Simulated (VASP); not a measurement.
# LiNbO3 (Cmcm) in VASP: single point with PBEsol

Aim: the single point of LiNbO3 with PBEsol.

Program: VASP 6.6.1. These are calculated values, not measurements. Logs are shortened: lines on timing, memory, paths and dates and some standing lists are left out, and cuts for length are marked.

## Step 1: The cell of the first run

It takes space group Cmcm (No. 63, orthorhombic). The conventional cell has a = 2.982 Å, b = 9.600 Å, c = 7.363 Å, α = 90.00°, β = 90.00°, γ = 90.00°. Within 2.7 Å of Li (site symmetry m2m) lie 8 O at 2.05 to 2.51 Å. Nb (site symmetry 2/m) has 6 O at 1.98 to 2.00 Å within 2.6 Å. Within 2.6 Å of O (site symmetry m2m) lie 2 Nb at 2.00 Å and 2 Li at 2.05 Å. O (site symmetry m) has 2 Nb at 1.98 Å and 3 Li at 2.47 to 2.51 Å and 10 O at 2.61 to 2.98 Å within 3.0 Å.

## Step 2: Single point, PBEsol

File INCAR:

```
SYSTEM = LiNbO3
  PREC = Accurate
  ENCUT = 520
  EDIFF = 1E-6
  ISMEAR = -1
  SIGMA = 0.03
  LREAL = .False.
  LASPH = .True.
  NELM = 100
  ALGO = Normal
  ISIF = 2
  LWAVE = .False.
  LCHARG = .False.
  GGA = PS
  NBANDS = 45
```

File KPOINTS:

```
Automatic mesh
0
Gamma
  8 8 4
  0 0 0
```

File POSCAR:

```
LiNbO3
1.0
    1.4909256147     -4.7999470292      0.0000000000
    1.4909256147      4.7999470292      0.0000000000
    0.0000000000      0.0000000000      7.3630883580
Li Nb O
2 2 6
Direct
    0.2737784885      0.7262215115      0.7500000000
    0.7262215115      0.2737784885      0.2500000000
    0.0000000000      0.0000000000      0.0000000000
    0.0000000000      0.0000000000      0.5000000000
    0.9196117177      0.0803882823      0.7500000000
    0.0803882823      0.9196117177      0.2500000000
    0.3737771930      0.6262228070      0.0653066166
    0.6262228070      0.3737771930      0.9346933834
    0.3737771930      0.6262228070      0.4346933834
    0.6262228070      0.3737771930      0.5653066166
```

Potentials or basis: VASP PAW PBE potentials, release 64 (Li_sv, Nb_sv, O).

Command:

```
cat potpaw_PBE.64/Li_sv/POTCAR potpaw_PBE.64/Nb_sv/POTCAR potpaw_PBE.64/O/POTCAR > POTCAR
mpirun -np 1 vasp_std > vasp.out
```

OUTCAR:

```text
SYSTEM = LiNbO3
   PREC = Accurate
   ENCUT = 520
   EDIFF = 1E-6
   ISMEAR = -1
   LREAL = .False.
   LASPH = .True.
   NELM = 100
   ISIF = 2
   GGA = PS

 ion  position               nearest neighbor table
   1  0.274  0.726  0.750-   5 2.05   5 2.05
   2  0.726  0.274  0.250-   6 2.05   6 2.05
   3  0.000  0.000  0.000-   8 1.98   7 1.98   8 1.98   7 1.98   5 2.00   6 2.00
   4  0.000  0.000  0.500-  10 1.98   9 1.98  10 1.98   9 1.98   5 2.00   6 2.00
   5  0.920  0.080  0.750-   3 2.00   4 2.00   1 2.05   1 2.05
   6  0.080  0.920  0.250-   3 2.00   4 2.00   2 2.05   2 2.05
   7  0.374  0.626  0.065-   3 1.98   3 1.98
   8  0.626  0.374  0.935-   3 1.98   3 1.98
   9  0.374  0.626  0.435-   4 1.98   4 1.98
  10  0.626  0.374  0.565-   4 1.98   4 1.98

  LATTYP: Found a base centered orthorhombic cell.
 ALAT       =     2.9818512294
 B/A-ratio  =     3.2194409848
 C/A-ratio  =     2.4693010454

  Lattice vectors:

 A1 = (   1.4909256147,  -4.7999470292,   0.0000000000)
 A2 = (   1.4909256147,   4.7999470292,   0.0000000000)
 A3 = (   0.0000000000,   0.0000000000,   7.3630883580)

Analysis of symmetry for initial positions (statically):
=====================================================================
 Subroutine PRICEL returns:
 Original cell was already a primitive cell.

 Routine SETGRP: Setting up the symmetry group for a
 base centered orthorhombic supercell.

 Subroutine GETGRP returns: Found  8 space group operations
 (whereof  4 operations were pure point group operations)
 out of a pool of  8 trial point group operations.

The static configuration has the point symmetry C_2h.
 The point group associated with its full space group is D_2h.

Analysis of symmetry for dynamics (positions and initial velocities):
=====================================================================
 Subroutine PRICEL returns:
 Original cell was already a primitive cell.

 Routine SETGRP: Setting up the symmetry group for a
 base centered orthorhombic supercell.

 Subroutine GETGRP returns: Found  8 space group operations
 (whereof  4 operations were pure point group operations)
 out of a pool of  8 trial point group operations.

The dynamic configuration has the point symmetry C_2h.
 The point group associated with its full space group is D_2h.

 Subroutine INISYM returns: Found  8 space group operations
 (whereof  4 operations are pure point group operations),
 and found     1 'primitive' translations

----------------------------------------------------------------------------------------

                                     Primitive cell

  volume of cell :     105.3859

  direct lattice vectors                    reciprocal lattice vectors
     1.490925615 -4.799947029  0.000000000     0.335362137 -0.104167816  0.000000000
     1.490925615  4.799947029  0.000000000     0.335362137  0.104167816  0.000000000
     0.000000000  0.000000000  7.363088358     0.000000000  0.000000000  0.135812576

  length of vectors
     5.026166598  5.026166598  7.363088358     0.351167619  0.351167619  0.135812576

  position of ions in fractional coordinates (direct lattice)
     0.273778488  0.726221512  0.750000000
     0.726221512  0.273778488  0.250000000
     0.000000000  0.000000000  0.000000000
     0.000000000  0.000000000  0.500000000
     0.919611718  0.080388282  0.750000000
     0.080388282  0.919611718  0.250000000
     0.373777193  0.626222807  0.065306617
     0.626222807  0.373777193  0.934693383
     0.373777193  0.626222807  0.434693383
     0.626222807  0.373777193  0.565306617

  ion indices of the primitive-cell ions
   primitive index   ion index
                 1           1
                 2           2
                 3           3
                 4           4
                 5           5
                 6           6
                 7           7
                 8           8
                 9           9
                10          10

----------------------------------------------------------------------------------------

 KPOINTS: Automatic mesh

Automatic generation of k-mesh.
 Grid dimensions read from file:
 generate k-points for:    8    8    4

 Generating k-lattice:

  Cartesian coordinates                     Fractional coordinates (reciprocal lattice)
     0.041920267 -0.013020977  0.000000000     0.125000000  0.000000000  0.000000000
     0.041920267  0.013020977  0.000000000     0.000000000  0.125000000  0.000000000
     0.000000000  0.000000000  0.033953144     0.000000000  0.000000000  0.250000000

  Length of vectors
     0.043895952  0.043895952  0.033953144

  Shift w.r.t. Gamma in fractional coordinates (k-lattice)
     0.000000000  0.000000000  0.000000000

 Subroutine IBZKPT returns following result:
 ===========================================

 Found     63 irreducible k-points:

 Following reciprocal coordinates:
            Coordinates               Weight
  0.000000  0.000000  0.000000      1.000000
  0.125000 -0.000000  0.000000      4.000000
  0.250000 -0.000000  0.000000      4.000000
  0.375000  0.000000  0.000000      4.000000
  0.500000 -0.000000  0.000000      2.000000
  0.125000  0.125000  0.000000      2.000000
[... 16 lines left out ...]
  0.125000 -0.000000  0.250000      8.000000
  0.250000 -0.000000  0.250000      8.000000
 [... further k-points ...]
   k-points           NKPTS =     63   k-points in BZ     NKDIM =     63   number of bands    NBANDS=     45
   number of dos      NEDOS =    301   number of ions     NIONS =     10
   total plane-waves  NPLWV =  89600
   dimension x,y,z NGX =    40 NGY =   40 NGZ =   56
   dimension x,y,z NGXF=    80 NGYF=   80 NGZF=  112
   ions per type =               2   2   6
   NGX,Y,Z   is equivalent  to a cutoff of  13.23, 13.23, 12.64 a.u.
   NGXF,Y,Z  is equivalent  to a cutoff of  26.46, 26.46, 25.29 a.u.
 SYSTEM =  LiNbO3
   PREC   = accura    normal or accurate (medium, high low for compatibility)
   ISTART =      0    job   : 0-new  1-cont  2-samecut
   ICHARG =      2    charge: 1-file 2-atom 10-const
   ISPIN  =      1    spin polarized calculation?
   LNONCOLLINEAR =      F non collinear calculations
   LSORBIT =      F    spin-orbit coupling
   LASPH  =      T    aspherical Exc in radial PAW
   ENCUT  =  520.0 eV  38.22 Ry    6.18 a.u.   9.35  9.35 13.69*2*pi/ulx,y,z
   NELM   =    100;   NELMIN=  2; NELMDL= -5     # of ELM steps
   EDIFF  = 0.1E-05   stopping-criterion for ELM
   LREAL  =      F    real-space projection
   EDIFFG = 0.1E-04   stopping-criterion for IOM
   NSW    =      0    number of steps for IOM
   IBRION =     -1    ionic relax: 0-MD 1-quasi-New 2-CG
   NFREE  =      0    steps in history (QN), initial steepest desc. (CG)
   ISIF   =      2    stress and relaxation
   ISYM   =      2    0-nonsym 1-usesym 2-fastsym
   POTIM  = 0.5000    time-step for ionic-motion
   TEBEG  =    0.0;   TEEND  =   0.0 temperature during run
   PSTRESS=    0.0 pullay stress
   NELECT =      68.0000    total number of electrons
   NUPDOWN=      -1.0000    fix difference up-down
   EMIN   =  10.00;   EMAX   =-10.00  energy-range for DOS
   EFERMI =   0.00;   METHOD = LEGACY
   ISMEAR =    -1;   SIGMA  =   0.03  broadening in eV -4-tet -1-fermi 0-gaus
   EFERMI_NEDOS =   21; number of points for ismear=-14 and -15
   IALGO  =     38    algorithm
   IMIX   =      4    mixing-type and parameters
     AMIX     =   0.40;   BMIX     =  1.00
     AMIX_MAG =   1.60;   BMIX_MAG =  1.00
  volume/ion in A,a.u.               =      10.54        71.12
  Fermi-wavevector in a.u.,A,eV,Ry     =   1.414654  2.673309 27.228616  2.001247
  Thomas-Fermi vector in A             =   2.536174
   LORBIT       =      0    0 simple, 1 ext, 2 COOP (PROOUT), +10 PAW based schemes
   GGA     = PS    functional components
   LHFCALC =     F    Hartree Fock is set to
   AEXX    =    0.0000 exact exchange contribution
   IVDW    =     0    specifies the selected vdW correction
   LEPSILON=     F    determine dielectric tensor
   LRPA    =     F    only Hartree local field effects (RPA)
 non-spin polarized calculation
  energy-cutoff  :      520.00
  volume of cell :      105.39
 maximum number of plane-waves:      2872
 NGX is ok and might be reduce to    40
   NGX = 19   NGY = 19   NGZ = 27

 number of electron      67.9999989 magnetization

 Free energy of the ion-electron system (eV)
  ---------------------------------------------------
  ext. energy  EPLUGINS =         0.00000000
  ---------------------------------------------------
  free energy    TOTEN  =       -82.33573479 eV

  energy without entropy =      -82.33573479  energy(sigma->0) =      -82.33573479

 E-fermi :   4.4701     XC(G=0): -11.0955

 val. band max:        3.7869261872   @ k =   0.0000   0.0000   0.0000
 cond. band min:       6.4495305653   @ k =   0.5000  -0.0000   0.0000
 fundamental gap:      2.6626043781
 Fermi energy:         4.4700648853

 k-point     1 :       0.0000    0.0000    0.0000
  band No.  band energies     occupation
      1     -50.5814      2.00000
      2     -50.5744      2.00000
      3     -38.7258      2.00000
      4     -38.7252      2.00000
      5     -26.8898      2.00000
      6     -26.8668      2.00000
[... 37 lines left out ...]
     44      12.7120      0.00000
     45      13.0218      0.00000

 k-point     2 :       0.1250   -0.0000    0.0000
  band No.  band energies     occupation
      1     -50.5697      2.00000
      2     -50.5628      2.00000
      3     -38.7242      2.00000
      4     -38.7238      2.00000
      5     -26.8625      2.00000
      6     -26.8418      2.00000
[... 37 lines left out ...]
     44      12.2466      0.00000
     45      12.5847      0.00000

 k-point     3 :       0.2500   -0.0000    0.0000
  band No.  band energies     occupation
      1     -50.5413      2.00000
      2     -50.5345      2.00000
      3     -38.7206      2.00000
      4     -38.7201      2.00000
      5     -26.8839      2.00000
      6     -26.8726      2.00000
[... 37 lines left out ...]
     44      12.8001      0.00000
     45      13.4065      0.00000

 k-point     4 :       0.3750    0.0000    0.0000
  band No.  band energies     occupation
      1     -50.5126      2.00000
      2     -50.5059      2.00000
      3     -38.7169      2.00000
      4     -38.7166      2.00000
      5     -27.2165      2.00000
      6     -27.2030      2.00000
[... 901 lines left out ...]
     44      12.7515      0.00000
     45      12.9416      0.00000

 k-point    23 :       0.1250   -0.0000    0.2500
  band No.  band energies     occupation
      1     -50.5687      2.00000
      2     -50.5638      2.00000
      3     -38.7242      2.00000
      4     -38.7238      2.00000
      5     -26.8484      2.00000
      6     -26.8351      2.00000
[... 37 lines left out ...]
     44      12.2486      0.00000
     45      12.5139      0.00000

 k-point    24 :       0.2500   -0.0000    0.2500
  band No.  band energies     occupation
      1     -50.5403      2.00000
      2     -50.5355      2.00000
      3     -38.7205      2.00000
      4     -38.7202      2.00000
      5     -26.8823      2.00000
      6     -26.8743      2.00000
[... 37 lines left out ...]
     44      12.8731      0.00000
     45      13.1603      0.00000

 [... further k-points ...]

------------------------ aborting loop because EDIFF is reached ----------------------------------------

  FORCE on cell =-STRESS in cart. coord.  units (eV):
  Direction    XX          YY          ZZ          XY          YZ          ZX
  --------------------------------------------------------------------------------------
  -------------------------------------------------------------------------------------
  Total       -0.1087605     -0.1737260     -0.2370357      0.0000000      0.0000000      0.0000000
  in kB       -1.6534808     -2.6411490     -3.6036444      0.0000000      0.0000000      0.0000000
  external PRESSURE =      -2.6327581 kB  Pullay stress =       0.0000000 kB

 VOLUME and BASIS-vectors are now :
 -----------------------------------------------------------------------------
  energy-cutoff  :      520.00
  volume of cell :      105.39
      direct lattice vectors                 reciprocal lattice vectors
     1.490925615 -4.799947029  0.000000000     0.335362137 -0.104167816  0.000000000
     1.490925615  4.799947029  0.000000000     0.335362137  0.104167816  0.000000000
     0.000000000  0.000000000  7.363088358     0.000000000  0.000000000  0.135812576

 POSITION                                       TOTAL-FORCE (eV/Angst)
 -----------------------------------------------------------------------------------
      1.49093      2.17170      5.52232         0.000000      0.017216      0.000000
      1.49093     -2.17170      1.84077         0.000000     -0.017216     -0.000000
      0.00000      0.00000      0.00000         0.000000      0.000000      0.000000
      0.00000      0.00000      3.68154         0.000000     -0.000000      0.000000
      1.49093     -4.02823      5.52232         0.000000     -0.023106      0.000000
      1.49093      4.02823      1.84077         0.000000      0.023106      0.000000
      1.49093      1.21173      0.48086         0.000000     -0.001231      0.005709
      1.49093     -1.21173      6.88223         0.000000      0.001231     -0.005709
      1.49093      1.21173      3.20069         0.000000     -0.001231     -0.005709
      1.49093     -1.21173      4.16240         0.000000      0.001231      0.005709
 -----------------------------------------------------------------------------------
    total drift:                               -0.000000     -0.000000      0.000000

  FREE ENERGIE OF THE ION-ELECTRON SYSTEM (eV)
  ---------------------------------------------------
  free  energy   TOTEN  =       -82.3357347949 eV

  energy  without entropy=      -82.3357347949  energy(sigma->0) =      -82.33573479
```

Run time: 6.9 min. Hardware: 1 thread of Intel Xeon Platinum 8259CL at 2.50GHz (Skylake/Cascade Lake), shared host; peak memory 0.43 GiB.

Results:

```
Free energy            : -82.3357 eV
Largest force          : 0.023 eV/Å
Band gap on the k mesh : 2.66 eV (least direct gap 2.91 eV)
```

Forces in eV/Å, atoms in the order of the input:
```
Li   0.000  0.017  0.000
Li   0.000 -0.017  0.000
Nb   0.000  0.000  0.000
Nb   0.000  0.000  0.000
O    0.000 -0.023  0.000
O    0.000  0.023  0.000
O    0.000 -0.001  0.006
O    0.000  0.001 -0.006
O    0.000 -0.001 -0.006
O    0.000  0.001  0.006
```

Caveat: the cutoff is under 1.25 times the usual one of these potentials, so pressure, stress and relaxed cells hold a basis-set (Pulay) error; the PAW data sets were made with another functional, which shifts forces and pressure a little. A k mesh can miss the band edges.
